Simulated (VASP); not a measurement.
A run of VASP 6.6.1 is set up as follows.

File INCAR:

```
ALGO = Normal
EDIFF = 1E-7
ENCUT = 520
GGA = PE
ISIF = 2
ISMEAR = -1
LASPH = True
LCHARG = False
LREAL = False
LWAVE = False
NBANDS = 16
NELM = 60
PREC = Accurate
SIGMA = 0.1
```

Contents of KPOINTS:

```
k-points
0
Gamma
  7 7 7
```

POSCAR

```
Si
1.0
   -3.3835420751      3.3835420751      1.9559715682
    3.3835420751     -3.3835420751      1.9559715682
    3.3835420751      3.3835420751     -1.9559715682
Si
4
Direct
    0.1788010000      0.1788010000      0.3576020000
    0.8211990000      0.8211990000      0.6423980000
    0.1788010000      0.8211990000      0.0000000000
    0.8211990000      0.1788010000      0.0000000000
```

Potentials or basis: VASP PAW PBE potentials, release 64 (Si).

Run with:

```sh
$ cat potpaw_PBE.64/Si/POTCAR > POTCAR
$ mpirun -np 1 vasp_std > vasp.out
```

Problem. Predict the largest force.

Solution. 0.077 eV/Å.

Problem. Predict the band gap on the k mesh.

Solution. 0.60 eV (least direct gap 0.68 eV).

Stress tensor (GPa, compression positive):
```
-2.72  0.00  0.00
 0.00 -2.72  0.00
 0.00  0.00 -2.90
```

Caveat: an odd mesh through Γ misses points on the zone boundary, where band edges can lie.
